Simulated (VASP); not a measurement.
A run of VASP 6.6.1 is set up as follows.

File INCAR:

```
PREC = Accurate ; ENCUT = 520
EDIFF = 1E-6 ; ISMEAR = -1
SIGMA = 0.1 ; LREAL = F
LASPH = T ; NELM = 60
ALGO = Normal ; ISIF = 2
LWAVE = F ; LCHARG = T
GGA = PE ; LELF = T
LVHAR = T ; NBANDS = 18
```

Contents of KPOINTS:

```
Automatic mesh
0
Gamma
  12 12 12
```

POSCAR

```
Lu
1.0
    2.6276306319      0.0000000000      0.0000000000
    0.0000000000      2.6276306319      0.0000000000
    0.0000000000      0.0000000000      2.6276306319
Lu
1
Direct
    0.0000000000      0.0000000000      0.0000000000
```

Potentials or basis: VASP PAW PBE potentials, release 64 (Lu).

Launch:

```bash
$ cat potpaw_PBE.64/Lu/POTCAR > POTCAR
$ mpirun -np 1 vasp_std > vasp.out
```

(1) What does it give for the pressure?

## Answers

(1) 49.2 GPa.
